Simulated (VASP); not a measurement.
GaP, 2 atoms in the cell. Symmetry: Fm-3m, No. 225, cubic system. The conventional cell has a = 5.117 Å, b = 5.117 Å, c = 5.117 Å, α = 90.00°, β = 90.00°, γ = 90.00°. Ga (site symmetry m-3m) has 6 P at 2.56 Å within 3.4 Å. P (site symmetry m-3m) has 6 Ga at 2.56 Å within 3.4 Å. 

| Property | Result |
| --- | --- |
| Program | VASP 6.6.1 |
| Task | single point |
| Functional | PBEsol |
| Potentials or basis | VASP PAW PBE potentials, release 64 (Ga_d, P) |
| Cutoff | 500 eV |
| k mesh | 6 × 6 × 6 |
| Occupations | methfessel-paxton, width 0.001 eV |
| Spin | no spin polarisation |
| Dipole correction | no |
| Further INCAR settings | ALGO = Normal; EDIFF = 1e-06; NBANDS = 16 |

Potentials or basis: VASP PAW PBE potentials, release 64 (Ga_d, P).

Run with:

```bash
$ cat potpaw_PBE.64/Ga_d/POTCAR potpaw_PBE.64/P/POTCAR > POTCAR
$ mpirun -np 1 vasp_std > vasp.out
```

Hardware: 1 thread of AMD EPYC 7R13 (shared host).

Task: Estimate the wall time of this run.

Result: It took 20 s on 1 thread of AMD EPYC 7R13, with other jobs on the host, peak memory 0.12 GiB. Counts: scf iterations 12, k points 16.
